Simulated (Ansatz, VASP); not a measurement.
# SnO2: VASP beside Ansatz

The input INCAR:

```
PREC = Accurate ; ENCUT = 520
EDIFF = 1E-7 ; ISMEAR = -1
SIGMA = 0.05 ; LREAL = F
LASPH = T ; NELM = 60
ALGO = Normal ; ISIF = 2
LWAVE = F ; LCHARG = T
GGA = PS ; LELF = T
LVHAR = T ; NBANDS = 20
```

Contents of KPOINTS:

```
regular mesh
0
Gamma
  10 10 10
```

File POSCAR:

```
SnO2
1.0
    1.6062397745      0.9273629662      4.7683728710
   -1.6062397745      0.9273629662      4.7683728710
    0.0000000000     -1.8547259325      4.7683728710
Sn O
1 2
Direct
    0.5000000000      0.5000000000      0.5000000000
    0.7628300000      0.7628300000      0.7628300000
    0.2371700000      0.2371700000      0.2371700000
```

Contents of input.yaml:

```yaml
crystal:
  lattice:
    - [1.6062397745, 0.9273629662, 4.768372871]
    - [-1.6062397745, 0.9273629662, 4.768372871]
    - [0.0, -1.8547259325, 4.768372871]
  atoms:
    - { symbol: Sn, position: [0.5, 0.5, 0.5] }
    - { symbol: O, position: [0.76283, 0.76283, 0.76283] }
    - { symbol: O, position: [0.23717, 0.23717, 0.23717] }
hamiltonian:
  xc: pbesol
  pseudopotentials: { kind: paw }
kpoints:
  mp_grid: { grid: [10, 10, 10] }
scf:
  occupations: { method: fermi_dirac, width: 0.05 }
output:
  forces: true
  stress: true
  eigenvalues: true
```

Alike in both runs: task single point; functional PBEsol; k mesh 10 × 10 × 10; occupations fermi-dirac, width 0.05 eV; no spin polarisation.

|  | VASP | Ansatz |
| --- | --- | --- |
| version | VASP 6.6.1 | Ansatz 0.2.0 |
| potentials or method | VASP PAW PBE potentials, release 64 (Sn_d, O) | Ansatz PAW |
| plane-wave cutoff (eV) | 520 | 420 |
| valence electrons in the cell | 26 | 26 |

Ansatz gave:

* gap on the k mesh at the Fermi level (eV): 1.99
* least direct gap on the mesh (eV): 2.13
* pressure (GPa): -2.3
* traceless stress, the component that is largest in VASP (GPa): 0.21
* rms of the force components (eV/Å): 0.087

**Question.** Estimate VASP's values.

**Answer.** gap on the k mesh at the Fermi level (eV): 1.97; least direct gap on the mesh (eV): 2.11; pressure (GPa): -1.8; traceless stress, the component that is largest in VASP (GPa): -0.18; rms of the force components (eV/Å): 0.063.

VASP's potentials were made for PBE, not for PBEsol. Atom by atom the forces differ by 0.023 eV/Å (rms over components). With one functional, cell and mesh, what is left measures potentials, basis and numerics.
